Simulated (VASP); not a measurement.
Here is a VASP 6.6.1 calculation.

Contents of INCAR:

```
SYSTEM = Sb
PREC = Accurate
ENCUT = 400
EDIFF = 1E-6
ISMEAR = -1
SIGMA = 0.02
LREAL = .FALSE.
LASPH = .TRUE.
NELM = 120
ALGO = Normal
ISIF = 2
LWAVE = .FALSE.
LCHARG = .FALSE.
LDIPOL = .TRUE.
IDIPOL = 3
DIPOL = 0.5 0.5 0.327
GGA = PE
NBANDS = 38
GGA_COMPAT = .FALSE.
NELMDL = -8
```

KPOINTS

```
Automatic mesh
0
G
  6 6 1
  0 0 0
```

File POSCAR:

```
Sb
1.0
    5.2063565693      0.0000000000      0.0000000000
    0.0000000000      4.2400764228      0.0000000000
    0.0000000000      0.0000000000     29.0216962420
Sb
4
Direct
    0.0618586065      0.0000000000      0.3750568706
    0.4381413935      0.5000000000      0.3750568706
    0.5618586065      0.5000000000      0.2796257449
    0.9381413935      0.0000000000      0.2796257449
```

Potentials or basis: VASP PAW PBE potentials, release 64 (Sb_d_GW).

The run is started by

```sh
$ cat potpaw_PBE.64/Sb_d_GW/POTCAR > POTCAR
$ mpirun -np 1 vasp_std > vasp.out
```

(1) Predict the band gap on the k mesh.

(2) Estimate the largest force.

## Answers

(1) 0.64 eV (least direct gap 0.79 eV).

(2) 0.247 eV/Å.

Caveat: the cell differs from its parent crystal (uniaxial x strain +1.5%); spin-orbit coupling is left out, which moves the levels of the heavy elements.
